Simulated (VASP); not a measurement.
A run of VASP 6.6.1:

File POSCAR:

```
CaGe2Au2
1.0
    0.0000000000      4.4366920000      0.0000000000
    4.4366920000      0.0000000000      0.0000000000
    2.2183460000      2.2183460000     -5.1227270000
Ca Au Ge
1 2 2
Direct
    0.0000000000      0.0000000000      0.0000000000
    0.7500000000      0.2500000000      0.5000000000
    0.2500000000      0.7500000000      0.5000000000
    0.3790000000      0.3790000000      0.2420000000
    0.6210000000      0.6210000000      0.7580000000
```

INCAR.step1

```
PREC = Accurate ; ENCUT = 520
ISMEAR = -1 ; SIGMA = 0.1
LREAL = F ; LASPH = T
NELM = 80 ; NBANDS = 38
GGA = PE ; ALGO = Normal
EDIFF = 1E-4 ; LWAVE = T
LCHARG = F
```

Contents of INCAR.step2:

```
PREC = Accurate ; ENCUT = 520
EDIFF = 1E-6 ; ISMEAR = -1
SIGMA = 0.1 ; LREAL = F
LASPH = T ; NELM = 80
ALGO = Normal ; ISIF = 2
LWAVE = F ; LCHARG = F
METAGGA = R2SCAN ; LMIXTAU = T
NBANDS = 38 ; ISTART = 1
```

KPOINTS

```
regular mesh
0
Gamma
  8 8 8
```

Potentials or basis: VASP PAW PBE potentials, release 64 (Ca_sv, Au, Ge_d).

The run is started by

```bash
$ cat potpaw_PBE.64/Ca_sv/POTCAR potpaw_PBE.64/Au/POTCAR potpaw_PBE.64/Ge_d/POTCAR > POTCAR
$ cp INCAR.step1 INCAR
$ mpirun -np 1 vasp_std > vasp.out
$ cp INCAR.step2 INCAR
$ mpirun -np 1 vasp_std > vasp.out
```

Hardware: 1 thread of Intel(R) Xeon(R) 6975P-C (Granite Rapids), on a shared host.

Problem. Estimate the wall time of this run.

Solution. Run time: 5.1 min on 1 thread of Intel(R) Xeon(R) 6975P-C (Granite Rapids), with other jobs on the host, peak memory 0.4 GiB. Counts: k points 59.
